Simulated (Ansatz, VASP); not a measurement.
**CoO in VASP and in Ansatz**

```
Co O
1.0
     0.00000    2.19272    2.19272
     2.19272    0.00000    2.19272
     2.19272    2.19272    0.00000
Co O
1 1
Direct
  0.00000 0.00000 0.00000
  0.50000 0.50000 0.50000
```

Alike in both runs: task single point; functional PBE; k mesh 16 × 16 × 16; occupations gaussian, width 0.1 eV; collinear spin.

|  | VASP | Ansatz |
| --- | --- | --- |
| version | VASP 6.6.1 | Ansatz 0.2.0 |
| potentials or method | VASP PAW PBE potentials, release 64 (Co_sv, O), cutoff 700 eV | scalar-relativistic, plane waves, PAW |
| valence electrons in the cell | 23 | 23 |

```tsv
	VASP	Ansatz	Ansatz less VASP
gap on the k mesh at the Fermi level (eV)	none	none	-
pressure (GPa)	-15.0	-12.5	+2.45
net moment per atom (μB)	1.50	1.50	-0.001
size of the moment on the site where the two differ most (μB)	2.57	2.56	-0.016
```

Site moments also hang on the region over which each program counts them. A gap of «none» marks a metal or a gap that the smearing closes.
